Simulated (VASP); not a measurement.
System: Al16N15F (a cell with a defect).

```
CELL_PARAMETERS angstrom
6.25951 0.00000 0.00000
-3.12976 5.42090 0.00000
0.00000 0.00000 10.03481
ATOMIC_POSITIONS crystal
Al 0.33491 0.16201 0.25653
Al 0.17480 0.33712 0.50271
Al 0.33905 0.17209 0.75483
Al 0.17285 0.33615 0.00537
Al 0.33763 0.66879 0.25698
Al 0.15725 0.83140 0.51374
Al 0.33923 0.66846 0.75536
Al 0.17306 0.83585 0.99945
Al 0.83858 0.16742 0.25057
Al 0.67052 0.33181 0.50662
Al 0.84261 0.17285 0.75342
Al 0.66808 0.32896 0.99713
Al 0.82563 0.65827 0.21871
Al 0.68372 0.84180 0.50927
Al 0.84423 0.67383 0.74897
Al 0.66944 0.83871 0.99767
N 0.33723 0.16158 0.44678
N 0.17466 0.33381 0.19498
N 0.33494 0.17027 0.94331
N 0.17436 0.33623 0.69282
N 0.34093 0.67650 0.44748
N 0.16697 0.82826 0.19245
N 0.33539 0.66720 0.94406
N 0.18322 0.84072 0.70405
N 0.83974 0.17450 0.44113
N 0.66449 0.31834 0.18476
N 0.84139 0.17250 0.94113
N 0.67292 0.33575 0.69565
N 0.66901 0.83823 0.18646
N 0.83517 0.66864 0.94470
N 0.67209 0.83755 0.69852
F 0.67923 0.57623 0.38217
```

Base run:

```yaml
Program: VASP 6.6.1
Functional: HSE06
Potentials_or_basis: VASP PAW PBE potentials, release 64 (Al, N, F)
Cutoff: 520 eV
k_mesh: 1 × 1 × 1, shifted
Occupations: fermi-dirac, width 0.01 eV
Spin: no spin polarisation
```

Its results: band gap on the k mesh 3.49 eV; pressure -3.1 GPa; largest force 0.204 eV/Å.

Task: The run is repeated on the same cell with these changes: functional from HSE06 to r2SCAN; further incar settings from LREAL = Auto; ALGO = Normal; EDIFF = 1e-06; NBANDS = 87; ISYM = -1 to LREAL = Auto; ALGO = Normal; EDIFF = 1e-06; NBANDS = 87. What comes out?

Result: Band gap on the k mesh 2.21 eV; pressure -2.2 GPa; largest force 0.320 eV/Å.

Caveats: some runs use coarse meshes; the PAW data sets were made with another functional, which shifts forces and pressure a little.

A k mesh can miss the band edges.
